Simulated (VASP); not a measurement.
Ir, 1 atom in the cell. Symmetry: Fm-3m, No. 225, cubic system. The conventional cell has a = 4.038 Å, b = 4.038 Å, c = 4.038 Å, α = 90.00°, β = 90.00°, γ = 90.00°. Ir (site symmetry m-3m) has 12 Ir at 2.86 Å within 3.8 Å.  This cell differs from its parent crystal: volume scaled by 1.12.

```yaml
Program: VASP 6.6.1
Task: single point
Functional: RPBE
Potentials_or_basis: VASP PAW PBE potentials, release 64 (Ir)
Cutoff: 520 eV
k_mesh: 23 × 23 × 23
Occupations: fermi-dirac, width 0.1 eV
Spin: no spin polarisation
Dipole_correction: no
Further_INCAR_settings: ALGO = Normal; EDIFF = 1e-06; NBANDS = 10
```

Potentials or basis: VASP PAW PBE potentials, release 64 (Ir).

Run with:

```sh
$ cat potpaw_PBE.64/Ir/POTCAR > POTCAR
$ mpirun -np 1 vasp_std > vasp.out
```

Hardware: 1 thread of Intel(R) Xeon(R) 6975P-C (Granite Rapids), with other jobs on the host.

Q: How long does it take, and how much memory?

A: Run time: 18 s on 1 thread of Intel(R) Xeon(R) 6975P-C (Granite Rapids) (shared host), peak memory 0.19 GiB. Counts: scf iterations 11, k points 364.
